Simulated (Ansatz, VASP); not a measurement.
**Na4Au in VASP and in Ansatz**

```xyz
10
Lattice="3.2108 -3.5364 3.5349 3.2133 3.5309 -3.5314 0.0159 6.9195 6.9144" Properties=species:S:1:pos:R:3 pbc="T T T"
Na    1.6311    1.2049    2.2277
Na    4.8526    4.6632    5.6838
Na    1.5864    2.2739   -1.2802
Na    4.8039    5.7326    2.1785
Na    1.6007    4.6428    8.1970
Na    4.8021    1.1786    4.7421
Na    4.8448    2.2485    1.2342
Na    1.6411    5.7130    4.6878
Au   -0.0009   -0.0007    0.0003
Au    3.2180    3.4561    3.4592
```

Change from the starting cell: cell x2, atoms moved at random (sigma 0.1 Å) and cell strained at random (1.5 %), then relaxed without symmetry.

Alike in both runs: functional PBE; k mesh 4 × 4 × 2; occupations gaussian, width 0.1 eV; no spin polarisation.

Ansatz relaxed the structure, and its values are those at the end. VASP's run is a single point on that final structure, the one shown.

|  | VASP | Ansatz |
| --- | --- | --- |
| version | VASP 6.6.1 | Ansatz 0.2.0 |
| potentials or method | VASP PAW PBE potentials, release 64 (Na_pv, Au), cutoff 520 eV | scalar-relativistic, plane waves, PAW |
| valence electrons in the cell | 78 | 110 |

|  | VASP | Ansatz | Ansatz less VASP |
| --- | --- | --- | --- |
| gap on the k mesh at the Fermi level (eV) | none | none | - |
| pressure (GPa) | 0.0 | 0.0 | -0.01 |

A gap of «none» marks a metal or a gap that the smearing closes. The functional is the same, so the differences come from potentials, cutoffs and numerics. VASP's potentials hold 78 valence electrons a cell and Ansatz's 110, so a difference there can come from the potentials and not from the codes.

Spin-orbit coupling is off throughout.
